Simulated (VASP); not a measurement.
Sb, 3 atoms in the cell. The structure is tetragonal, space group I4/mmm (No. 139). The conventional cell has a = 5.592 Å, b = 5.592 Å, c = 6.259 Å, α = 90.00°, β = 90.00°, γ = 90.00°. Within 4.1 Å of Sb (site symmetry -4m2) lie 10 Sb at 3.13 to 3.95 Å. Within 4.2 Å of Sb (site symmetry 4/mmm) lie 8 Sb at 3.20 Å. 

```yaml
Program: VASP 6.6.1
Task: single point
Functional: PBE
Potentials_or_basis: VASP PAW PBE potentials, release 64 (Sb)
Cutoff: 520 eV
k_mesh: 6 × 6 × 6
Occupations: gaussian, width 0.1 eV
Spin: no spin polarisation
Dipole_correction: no
Further_INCAR_settings: ALGO = Normal; EDIFF = 1e-06; NBANDS = 14
```

Potentials or basis: VASP PAW PBE potentials, release 64 (Sb).

Command:

```console
$ cat potpaw_PBE.64/Sb/POTCAR > POTCAR
$ mpirun -np 1 vasp_std > vasp.out
```

Hardware: 1 thread of Intel(R) Xeon(R) Platinum 8259CL CPU @ 2.50GHz (Skylake/Cascade Lake), with other jobs on the host.

How long does it take, and how much memory?

Wall time 44 s on 1 thread of Intel(R) Xeon(R) Platinum 8259CL CPU @ 2.50GHz (Skylake/Cascade Lake) (shared host), peak memory 0.24 GiB. Counts: scf iterations 13, k points 30.
